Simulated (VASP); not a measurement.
# KHCO2 (Cmcm) in VASP: notebook

KHCO2 is run at these levels: LDA; tasks: relaxation of cell and atoms.

Program: VASP 6.6.1. These are calculated values, not measurements. Logs are shortened: lines on timing, memory, paths and dates and some standing lists are left out, and cuts for length are marked.

## (1) The cell of the first run

Symmetry: Cmcm, No. 63, orthorhombic system. The conventional cell has a = 5.931 Å, b = 6.951 Å, c = 7.052 Å, α = 90.00°, β = 90.00°, γ = 90.00°. K (site symmetry 2/m) has 8 O at 2.85 to 3.03 Å and 6 C at 3.28 to 3.52 Å and 6 H at 3.47 to 3.54 Å and 2 K at 3.53 Å within 3.8 Å. H (site symmetry m2m) has 1 C at 1.11 Å within 1.5 Å. Within 1.5 Å of C (site symmetry m2m) lie 1 H at 1.11 Å and 2 O at 1.27 Å. O (site symmetry m) has 1 C at 1.27 Å within 1.7 Å.

## (2) Relaxation of cell and atoms, LDA

Contents of INCAR:

```
ALGO = Normal
EDIFF = 1E-6
EDIFFG = -0.05
ENCUT = 600
GGA = CA
IBRION = 2
ISIF = 3
ISMEAR = 0
LASPH = True
LCHARG = False
LREAL = False
LWAVE = False
NELM = 100
NSW = 100
PREC = Accurate
SIGMA = 0.1
```

Contents of KPOINTS:

```
k-points
0
Gamma
  4 4 4
```

Contents of POSCAR:

```
KHCO2
1.0
    2.9655970000     -3.4755830000      0.0000000000
    2.9655970000      3.4755830000      0.0000000000
    0.0000000000      0.0000000000      7.0518300000
K H C O
2 2 2 4
Direct
    0.0000000000      0.0000000000      0.5000000000
    0.0000000000      0.0000000000      0.0000000000
    0.4416020000      0.5583980000      0.2500000000
    0.5583980000      0.4416020000      0.7500000000
    0.6018360000      0.3981640000      0.2500000000
    0.3981640000      0.6018360000      0.7500000000
    0.4947400000      0.1233760000      0.2500000000
    0.1233760000      0.4947400000      0.7500000000
    0.5052600000      0.8766240000      0.7500000000
    0.8766240000      0.5052600000      0.2500000000
```

Potentials or basis: VASP PAW LDA potentials, release 64 (K_sv, H, C, O).

Run with:

```bash
> cat potpaw_LDA.64/K_sv/POTCAR potpaw_LDA.64/H/POTCAR potpaw_LDA.64/C/POTCAR potpaw_LDA.64/O/POTCAR > POTCAR
> mpirun -np 1 vasp_std > vasp.out
```

OUTCAR:

```text
EDIFF = 1E-6
   EDIFFG = -0.05
   ENCUT = 600
   GGA = CA
   IBRION = 2
   ISIF = 3
   ISMEAR = 0
   LASPH = True
   LREAL = False
   NELM = 100
   NSW = 100
   PREC = Accurate

 ion  position               nearest neighbor table
   1  0.000  0.000  0.500-   7 2.85   8 2.85   9 2.85  10 2.85   2 3.53   2 3.53
   2  0.000  0.000  0.000-   7 2.85   8 2.85   9 2.85  10 2.85   1 3.53   1 3.53
   3  0.442  0.558  0.250-   5 1.11
   4  0.558  0.442  0.750-   6 1.11
   5  0.602  0.398  0.250-   3 1.11   7 1.27  10 1.27
   6  0.398  0.602  0.750-   4 1.11   8 1.27   9 1.27
   7  0.495  0.123  0.250-   5 1.27   2 2.85   1 2.85
   8  0.123  0.495  0.750-   6 1.27   2 2.85   1 2.85
   9  0.505  0.877  0.750-   6 1.27   2 2.85   1 2.85
  10  0.877  0.505  0.250-   5 1.27   2 2.85   1 2.85

  LATTYP: Found a base centered orthorhombic cell.
 ALAT       =     5.9311940000
 B/A-ratio  =     1.1719673981
 C/A-ratio  =     1.1889393603

  Lattice vectors:

 A1 = (   2.9655970000,  -3.4755830000,   0.0000000000)
 A2 = (   2.9655970000,   3.4755830000,   0.0000000000)
 A3 = (   0.0000000000,   0.0000000000,   7.0518300000)

Analysis of symmetry for initial positions (statically):
=====================================================================
 Subroutine PRICEL returns:
 Original cell was already a primitive cell.

 Routine SETGRP: Setting up the symmetry group for a
 base centered orthorhombic supercell.

 Subroutine GETGRP returns: Found  8 space group operations
 (whereof  4 operations were pure point group operations)
 out of a pool of  8 trial point group operations.

The static configuration has the point symmetry C_2h.
 The point group associated with its full space group is D_2h.

Analysis of symmetry for dynamics (positions and initial velocities):
=====================================================================
 Subroutine PRICEL returns:
 Original cell was already a primitive cell.

 Routine SETGRP: Setting up the symmetry group for a
 base centered orthorhombic supercell.

 Subroutine GETGRP returns: Found  8 space group operations
 (whereof  4 operations were pure point group operations)
 out of a pool of  8 trial point group operations.

The dynamic configuration has the point symmetry C_2h.
 The point group associated with its full space group is D_2h.

 Subroutine INISYM returns: Found  8 space group operations
 (whereof  4 operations are pure point group operations),
 and found     1 'primitive' translations

[... 111 lines left out ...]
   NFREE  =      1    steps in history (QN), initial steepest desc. (CG)
   ISIF   =      3    stress and relaxation
   ISYM   =      2    0-nonsym 1-usesym 2-fastsym
   POTIM  = 0.5000    time-step for ionic-motion
   TEBEG  =    0.0;   TEEND  =   0.0 temperature during run
   PSTRESS=    0.0 pullay stress
   NELECT =      52.0000    total number of electrons
   NUPDOWN=      -1.0000    fix difference up-down
   EMIN   =  10.00;   EMAX   =-10.00  energy-range for DOS
   EFERMI =   0.00;   METHOD = LEGACY
   ISMEAR =     0;   SIGMA  =   0.10  broadening in eV -4-tet -1-fermi 0-gaus
   EFERMI_NEDOS =   21; number of points for ismear=-14 and -15
   IALGO  =     38    algorithm
   IMIX   =      4    mixing-type and parameters
     AMIX     =   0.40;   BMIX     =  1.00
     AMIX_MAG =   1.60;   BMIX_MAG =  1.00
  volume/ion in A,a.u.               =      14.54        98.10
  Fermi-wavevector in a.u.,A,eV,Ry     =   1.162123  2.196094 18.375072  1.350530
  Thomas-Fermi vector in A             =   2.298687
   LORBIT       =      0    0 simple, 1 ext, 2 COOP (PROOUT), +10 PAW based schemes
   GGA     = CA    functional components
   LHFCALC =     F    Hartree Fock is set to
   AEXX    =    0.0000 exact exchange contribution
   IVDW    =     0    specifies the selected vdW correction
   LEPSILON=     F    determine dielectric tensor
   LRPA    =     F    only Hartree local field effects (RPA)
 conjugate gradient relaxation of ions
 non-spin polarized calculation
 Gauss-broadening in eV      SIGMA  =   0.10
  energy-cutoff  :      600.00
  volume of cell :      145.37
 maximum number of plane-waves:      4872
 NGX is ok and might be reduce to    40
   NGX = 19   NGY = 19   NGZ = 29

--------------------------------------- Ionic step        1  -------------------------------------------

 number of electron      52.0000005 magnetization

 Free energy of the ion-electron system (eV)
  ---------------------------------------------------
  ext. energy  EPLUGINS =         0.00000000
  ---------------------------------------------------
  free energy    TOTEN  =       -64.92776682 eV

  energy without entropy =      -64.92776682  energy(sigma->0) =      -64.92776682

------------------------ aborting loop because EDIFF is reached ----------------------------------------

  FORCE on cell =-STRESS in cart. coord.  units (eV):
  Direction    XX          YY          ZZ          XY          YZ          ZX
  --------------------------------------------------------------------------------------
  -------------------------------------------------------------------------------------
  Total       -5.8607933     -3.0872025     -2.6049568      0.0000000      0.0000000      0.0000000
  in kB      -64.5944730    -34.0254647    -28.7104160      0.0000000      0.0000000      0.0000000
  external PRESSURE =     -42.4434513 kB  Pullay stress =       0.0000000 kB
[... 113 lines left out ...]
  FREE ENERGIE OF THE ION-ELECTRON SYSTEM (eV)
  ---------------------------------------------------
  free  energy   TOTEN  =       -64.9737776808 eV

  energy  without entropy=      -64.9737776808  energy(sigma->0) =      -64.97377768

[... ionic steps 4 to 20 ...]

--------------------------------------- Ionic step       21  -------------------------------------------

 number of electron      52.0000003 magnetization

------------------------ aborting loop because EDIFF is reached ----------------------------------------
[... 83 lines left out ...]
--------------------------------------- Ionic step       23  -------------------------------------------

 number of electron      52.0000004 magnetization

 Free energy of the ion-electron system (eV)
  ---------------------------------------------------
  ext. energy  EPLUGINS =         0.00000000
  ---------------------------------------------------
  free energy    TOTEN  =       -65.21105035 eV

  energy without entropy =      -65.21105035  energy(sigma->0) =      -65.21105035

 E-fermi :  -0.1347     XC(G=0):  -9.5828

 val. band max:       -0.6462249204   @ k =   0.5000   0.5000   0.0000
 cond. band min:       3.1174008777   @ k =   0.5000   0.5000   0.0000
 fundamental gap:      3.7636257981
 Fermi energy:        -0.1346673542

 k-point     1 :       0.0000    0.0000    0.0000
  band No.  band energies     occupation
      1     -27.7223      2.00000
      2     -27.6061      2.00000
      3     -21.2533      2.00000
      4     -21.2482      2.00000
      5     -18.8274      2.00000
      6     -18.7994      2.00000
[... 761 lines left out ...]
  FREE ENERGIE OF THE ION-ELECTRON SYSTEM (eV)
  ---------------------------------------------------
  free  energy   TOTEN  =       -65.2110503539 eV

  energy  without entropy=      -65.2110503539  energy(sigma->0) =      -65.21105035

 reached required accuracy - stopping structural energy minimisation
```

It took 14 min on 1 thread of AMD EPYC 9R45 (Zen 5), shared host; peak memory 0.28 GiB.

Results:

| Item | Value |
| --- | --- |
| Free energy | -65.2111 eV |
| Relaxed volume | 12.29 Å³/atom |
| Relaxed cell | a = 4.326 Å, b = 4.326 Å, c = 6.633 Å, α = 90.00°, β = 90.00°, γ = 97.84° |
| Space group after relaxing (to 0.1 Å) | Cmcm (No. 63) |
| Energy gained by relaxing | 28.3 meV/atom |
| Ionic steps | 23 |
| Pressure after relaxing | 0.2 GPa |
| Largest force after relaxing | 0.019 eV/Å |
| Band gap on the k mesh | 3.76 eV |

Forces on the atoms (eV/Å):
```
K    0.000  0.000  0.000
K    0.000  0.000  0.000
H    0.000  0.019  0.000
H    0.000 -0.019  0.000
C    0.000 -0.017  0.000
C    0.000  0.017  0.000
O    0.013  0.006  0.000
O    0.013 -0.006  0.000
O   -0.013 -0.006  0.000
O   -0.013  0.006  0.000
```

Step by step:
```csv
step,energy change (eV),largest force (eV/Å),pressure (GPa),volume (Å³)
1,0.0000,0.8310,-4.24,145.37
2,0.6049,5.8061,8.12,137.41
3,-0.0460,0.4610,-2.13,143.59
4,-0.1321,0.4049,-1.55,138.66
5,-0.2296,0.9829,0.48,127.95
6,-0.2675,0.4282,0.27,125.86
7,-0.2767,0.1810,0.15,124.06
8,-0.2768,0.1487,0.16,124.18
9,-0.2776,0.1120,-0.19,124.09
10,-0.2776,0.1006,-0.15,124.10
11,-0.2782,0.0791,-0.10,124.00
12,-0.2795,0.1008,0.03,123.73
13,-0.2792,0.2274,0.30,123.18
14,-0.2798,0.1550,0.15,123.50
15,-0.2804,0.1144,0.16,123.44
16,-0.2815,0.0570,0.17,123.28
17,-0.2814,0.2458,0.22,122.95
18,-0.2819,0.1209,0.20,123.12
19,-0.2825,0.0929,0.07,123.08
20,-0.2827,0.0843,-0.05,123.05
21,-0.2827,0.0826,-0.08,123.05
22,-0.2831,0.0550,0.00,123.01
23,-0.2833,0.0186,0.16,122.94
```

Final structure:
```
CELL_PARAMETERS angstrom
2.84244 -3.26055 0.00000
2.84244 3.26055 0.00000
0.00000 0.00000 6.63271
ATOMIC_POSITIONS crystal
K 0.00000 0.00000 0.50000
K 0.00000 0.00000 0.00000
H 0.43078 0.56922 0.25000
H 0.56922 0.43078 0.75000
C 0.60257 0.39743 0.25000
C 0.39743 0.60257 0.75000
O 0.49580 0.11090 0.25000
O 0.11090 0.49580 0.75000
O 0.50420 0.88910 0.75000
O 0.88910 0.50420 0.25000
```

Levels at points of the mesh, in eV from the valence-band top:
```
           k point  band 23  band 24  band 25  band 26  band 27  band 28  band 29  band 30
(0.00, 0.00, 0.00)    -1.06    -1.02    -0.76    -0.66     4.72     5.75     6.25     7.34
(0.50, 0.00, 0.00)    -1.10    -0.62    -0.61    -0.39     4.42     5.31     6.78     8.08
(0.50, 0.50, 0.00)    -0.45    -0.43    -0.27     0.00     3.76     5.07     6.99     7.11
(0.00, 0.00, 0.50)    -0.91    -0.91    -0.85    -0.85     5.22     5.22     6.88     6.88
(0.50, 0.00, 0.50)    -0.80    -0.80    -0.50    -0.50     4.71     4.71     7.65     7.65
(0.50, 0.50, 0.50)    -0.36    -0.36    -0.21    -0.21     4.15     4.15     7.59     7.59
```

Caveat: the volume moved by over 15 % at a fixed basis, so the end points are rough. A k mesh can miss the band edges.

(Continued in part 2 of 2.)
